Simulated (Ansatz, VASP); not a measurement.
**InSb3 in VASP and in Ansatz**

```xyz
4
Lattice="4.8620 -0.1685 -0.1685 -0.1685 4.8620 -0.1685 -0.1685 -0.1685 4.8620" Properties=species:S:1:pos:R:3 pbc="T T T"
In    0.0000    0.0000    0.0000
Sb    2.3468   -0.1685    2.3468
Sb   -0.1685    2.3468    2.3468
Sb    2.3468    2.3468   -0.1685
```

Change from the starting cell: equal engineering shear yz, xz and xy -0.0700, equal normal strain along x, y and z +0.0100.

Alike in both runs: task single point; functional PBE; k mesh 8 × 8 × 8; occupations gaussian, width 0.15 eV; no spin polarisation.

|  | VASP | Ansatz |
| --- | --- | --- |
| version | VASP 6.6.1 | Ansatz 0.2.0 |
| potentials or method | VASP PAW PBE potentials, release 64 (In_d, Sb), cutoff 520 eV | scalar-relativistic, plane waves, PAW |
| valence electrons in the cell | 28 | 58 |

VASP gave:

```
gap on the k mesh at the Fermi level (eV)                     : none
pressure (GPa)                                                : -1.0
traceless stress, the component that is largest in VASP (GPa) : 0.59
```

**Question.** Estimate Ansatz's values.

**Answer.** gap on the k mesh at the Fermi level (eV): none; pressure (GPa): -0.9; traceless stress, the component that is largest in VASP (GPa): 0.59.

A gap of «none» marks a metal or a gap that the smearing closes. With one functional, cell and mesh, what is left measures potentials, basis and numerics. VASP's potentials hold 28 valence electrons a cell and Ansatz's 58, so a difference there can come from the potentials and not from the codes.

Neither program's run includes spin-orbit coupling.
